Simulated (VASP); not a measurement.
Runs of VASP 6.6.1 on LuScN2. The structure is that of space group P4/mmm (No. 123), or close to it. The cells are those of the table. 

```csv
level,cell,k mesh,gap on the mesh (eV),pressure (GPa)
r2SCAN,"a = 3.337, b = 3.337, c = 4.709 Å, 4 atoms",6 × 6 × 4,(a),-8.8
PBE,"a = 3.319, b = 3.319, c = 4.682 Å, 4 atoms",6 × 6 × 4,none,-4.3
r2SCAN,"a = 3.305, b = 3.305, c = 4.665 Å, 4 atoms",6 × 6 × 4,(d),-3.9
PBE,"a = 3.273, b = 3.273, c = 4.619 Å, 4 atoms",8 × 8 × 6,none,(b)
r2SCAN,"a = 3.240, b = 3.240, c = 4.572 Å, 4 atoms",6 × 6 × 4,0.03,8.3
r2SCAN,"a = 3.206, b = 3.206, c = 4.525 Å, 4 atoms",6 × 6 × 4,none,15.8
r2SCAN,"a = 3.273, b = 3.273, c = 4.619 Å, 4 atoms",6 × 6 × 4,0.12,(c)
PBE,"a = 3.219, b = 3.219, c = 4.541 Å, 4 atoms",6 × 6 × 4,none,14.0
```

Alike in all rows: task single point; potentials or basis VASP PAW PBE potentials, release 64 (Sc_sv, N, Lu); no spin polarisation; cutoff (eV) 520; smearing fermi-dirac 0.02 eV.

Estimate the missing entries.

(a) 0.30; (b) 3.3; (c) 1.8; (d) 0.21.

Caveats: spin-orbit coupling is left out, which moves the levels of the heavy elements; the PAW data sets were made with another functional, which shifts forces and pressure a little (at least some runs); the cell stands under pressure (at least some runs); the cell stands under tension (at least some runs).

A k mesh can miss the band edges, and the runs leave out spin-orbit coupling on Lu.

A gap of «none» marks levels without a gap at the run's occupations.
